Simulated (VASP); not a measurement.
Wanted: the native input for a VASP 6.6.1 run.

```
Task                   : relaxation of cell and atoms
Functional             : PBE
Potentials or basis    : VASP PAW PBE potentials, release 64 (Ti_sv, H)
Cutoff                 : 500 eV
k mesh                 : 4 × 4 × 4
Occupations            : gaussian, width 0.1 eV
Spin                   : no spin polarisation
Dipole correction      : no
Further INCAR settings : ALGO = Normal; EDIFF = 1e-07; IBRION = 2; EDIFFG = -0.04; NSW = 90; ISIF = 3
```

The structure of TiH6 lies in POSCAR:

```
TiH6
1.0
    3.8728649400      0.0000000000      0.0000000000
    0.0000000000      3.8728649400      0.0000000000
    0.0000000000      0.0000000000      3.8728649400
Ti H
1 6
Direct
    0.5000000000      0.5000000000      0.5000000000
    0.6405150900      0.0000000000      0.0000000000
    0.3594849100      0.0000000000      0.0000000000
    0.0000000000      0.6405150900      0.0000000000
    0.0000000000      0.3594849100      0.0000000000
    0.0000000000      0.0000000000      0.6405150900
    0.0000000000      0.0000000000      0.3594849100
```

The cell was generated, and may not be a known phase.

One way to write it, as run:

INCAR

```
PREC     = Accurate       # precision mode
ENCUT    = 500            # plane-wave cutoff, eV
EDIFF    = 1E-7           # SCF threshold, eV
ISMEAR   = 0              # smearing method
SIGMA    = 0.1            # smearing width, eV
LREAL    = False          # projectors in reciprocal space
LASPH    = True           # aspherical terms in the spheres
NELM     = 120            # most SCF steps
ALGO     = Normal         # electronic algorithm
ISIF     = 3              # what is computed and relaxed
LWAVE    = False          # write WAVECAR
LCHARG   = False          # write CHGCAR
GGA      = PE             # functional
IBRION   = 2              # ionic algorithm
NSW      = 90             # ionic steps
EDIFFG   = -0.04          # ionic threshold
GGA_COMPAT= False        
NELMIN   = 4
```

KPOINTS

```
regular mesh
0
Gamma
  4 4 4
```

Potentials or basis: VASP PAW PBE potentials, release 64 (Ti_sv, H).

Run with:

```console
$ cat potpaw_PBE.64/Ti_sv/POTCAR potpaw_PBE.64/H/POTCAR > POTCAR
$ mpirun -np 1 vasp_std > vasp.out
```

It gave:

The relaxed volume is 5.28 Å³/atom. The relaxed cell is a = 3.331 Å, b = 3.331 Å, c = 3.331 Å, α = 90.00°, β = 90.00°, γ = 90.00°. The space group after relaxing (to 0.1 Å) is Pm-3m (No. 221). The energy gained by relaxing is 241.5 meV/atom and the ionic steps are 9. The pressure after relaxing is -0.9 GPa. The largest force after relaxing is 0.036 eV/Å. The band gap on the k mesh is zero (bands 9 and 10 overlap by 2.33 eV).

Caveat: the k points lie up to 0.47 Å⁻¹ apart in the final cell, too coarse for converged energies and pressures of a metal; the volume moved by over 15 % at a fixed basis, so the end points are rough.

Run time: 47 s on 1 thread of AMD EPYC 9R45 96-Core Processor (Zen 5), on a shared host, peak memory 0.14 GiB.
